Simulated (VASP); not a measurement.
Here is a VASP 6.6.1 calculation.

The input INCAR:

```
PREC = Accurate
ENCUT = 520
EDIFF = 1E-6
ISMEAR = 0
SIGMA = 0.15
LREAL = False
LASPH = True
NELM = 60
ALGO = Normal
ISIF = 2
LWAVE = False
LCHARG = False
GGA = PE
NBANDS = 21
```

KPOINTS

```
Automatic mesh
0
Gamma
  14 14 14
```

Contents of POSCAR:

```
Ge
1.0
    0.0000000000      2.7863384500      2.8287700000
    2.7863384500      0.0000000000      2.8287700000
    2.7863384500      2.7863384500      0.0000000000
Ge
2
Direct
    0.5000000000      0.5000000000      0.5000000000
    0.7500000000      0.7500000000      0.7500000000
```

Potentials or basis: VASP PAW PBE potentials, release 64 (Ge_d).

Launch:

```sh
$ cat potpaw_PBE.64/Ge_d/POTCAR > POTCAR
$ mpirun -np 1 vasp_std > vasp.out
```

(1) Predict the band gap on the k mesh.

(2) Estimate the pressure.

Answers

(1) 0.23 eV (least direct gap 0.27 eV).

(2) 6.1 GPa.

Caveat: the cell differs from its parent crystal (strain -0.015 along x and y, +0.000 along z); the cell stands under pressure.
